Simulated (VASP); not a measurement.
Set up this calculation in VASP 6.6.1, as the native input.

- Task: single point
- Functional: PBEsol
- Potentials or basis: VASP PAW PBE potentials, release 64 (W_sv)
- Cutoff: 520 eV
- k mesh: 6 × 10 × 1
- Occupations: methfessel-paxton, width 0.1 eV
- Spin: no spin polarisation
- Dipole correction: yes
- Further INCAR settings: ALGO = Normal; EDIFF = 1e-07; NBANDS = 58

The structure of W lies in POSCAR:

```
W
1.0
    4.4608020640      0.0000000000      0.0000000000
    0.0000000000      2.7316722250      0.0000000000
    0.0000000000      0.0000000000     23.7263358180
W
7
Direct
    0.0000000000      0.0000000000      0.3371780650
    0.5000000000      0.3333333333      0.3914520433
    0.0000000000      0.6666666667      0.4457260217
    0.5000000000      0.0000000000      0.5000000000
    0.0000000000      0.3333333333      0.5542739783
    0.5000000000      0.6666666667      0.6085479567
    1.0000000000      0.0000000000      0.6628219350
```

These files were run (other wordings do the same):

INCAR

```
PREC = Accurate
ENCUT = 520
EDIFF = 1E-7
ISMEAR = 1
SIGMA = 0.1
LREAL = F
LASPH = T
NELM = 80
ALGO = Normal
ISIF = 2
LWAVE = F
LCHARG = F
LDIPOL = T
IDIPOL = 3
DIPOL = 0.5 0.5 0.500
GGA = PS
NBANDS = 58
```

KPOINTS

```
regular mesh
0
Gamma
  6 10 1
```

Potentials or basis: VASP PAW PBE potentials, release 64 (W_sv).

Command:

```bash
$ cat potpaw_PBE.64/W_sv/POTCAR > POTCAR
$ mpirun -np 1 vasp_std > vasp.out
```

It gave:

```yaml
Largest_force: 2.143 eV/Å
Band_gap_on_the_k_mesh: zero (band 49 reaches 2.28 eV, above the bottom of band 50 at 1.16 eV)
```

Caveat: the PAW data sets were made with another functional, which shifts forces and pressure a little; spin-orbit coupling is left out, which moves the levels of the heavy elements.

Run time: 11 min on 1 thread of Intel Xeon 6975P-C, on a shared host, peak memory 0.52 GiB.
